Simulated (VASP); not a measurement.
The system is Na4H.

```
CELL_PARAMETERS angstrom
4.43620 0.00000 0.00000
0.00000 4.43620 0.00000
0.00000 0.00000 4.43620
ATOMIC_POSITIONS crystal
Na 0.50000 0.00000 0.00000
Na 0.00000 0.50000 0.00000
Na 0.00000 0.00000 0.50000
Na 0.50000 0.50000 0.50000
H 0.00000 0.00000 0.00000
```

| Quantity | Value |
| --- | --- |
| Program | VASP 6.6.1 |
| Task | relaxation of cell and atoms |
| Functional | PBE |
| Potentials or basis | VASP PAW PBE potentials, release 64 (Na_pv, H) |
| Cutoff | 600 eV |
| k mesh | 4 × 4 × 4 |
| Occupations | gaussian, width 0.1 eV |
| Spin | no spin polarisation |

At the start: pressure 11.2 GPa; volume 17.46 Å³/atom.

Problem. Where does the relaxation end?

Solution. Over 4 steps the energy falls by 237.9 meV/atom and the volume is 26.60 Å³/atom (+52.3 %); space group Pm-3m (No. 221, to 0.05 Å).

Step by step:
| step | energy change (eV) | largest force (eV/Å) | pressure (GPa) | volume (Å³) |
| --- | --- | --- | --- | --- |
| 1 | 0.0000 | 0.0000 | 11.15 | 87.30 |
| 2 | -0.7867 | 0.0000 | 5.02 | 103.58 |
| 3 | -1.1562 | 0.0000 | 1.13 | 124.54 |
| 4 | -1.1896 | 0.0000 | 0.19 | 132.99 |

Final structure:
```yaml
crystal:
  lattice:
    - [5.10430, 0.00000, 0.00000]
    - [0.00000, 5.10430, 0.00000]
    - [0.00000, 0.00000, 5.10430]
  atoms:
    - { symbol: Na, position: [0.50000, 0.00000, 0.00000] }
    - { symbol: Na, position: [0.00000, 0.50000, 0.00000] }
    - { symbol: Na, position: [0.00000, 0.00000, 0.50000] }
    - { symbol: Na, position: [0.50000, 0.50000, 0.50000] }
    - { symbol: H, position: [0.00000, 0.00000, 0.00000] }
```

Caveat: the volume moved by over 15 % at a fixed basis, so the end points are rough.
